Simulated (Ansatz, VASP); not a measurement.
# Two plane-wave programs on CsH

```
CELL_PARAMETERS angstrom
0.00000 3.20911 3.20911
3.20911 0.00000 3.20911
3.20911 3.20911 0.00000
ATOMIC_POSITIONS crystal
Cs 0.00000 0.00000 0.00000
H 0.50000 0.50000 0.50000
```

Alike in both runs: task relaxation of the atoms; functional r2SCAN; k mesh 8 × 8 × 8; occupations fermi-dirac, width 0.02 eV; no spin polarisation.

```csv
,VASP,Ansatz
version,VASP 6.6.1,Ansatz 0.2.0
potentials or method,"VASP PAW PBE potentials, release 64 (Cs_sv, H), cutoff 520 eV",PAW plane waves
valence electrons in the cell,10,10
```

Ansatz gave:

```
gap on the k mesh at the Fermi level, each at its own relaxed structure (eV) : 2.70
```

What did VASP give for the same quantities?

gap on the k mesh at the Fermi level, each at its own relaxed structure (eV): 2.69.

VASP's potentials were made for PBE, not for r2SCAN. Ansatz's warnings: stress scf threshold loose.

Neither program's run includes spin-orbit coupling. Noted on VASP's run: the relaxation stopped at its first step, so nothing moved.
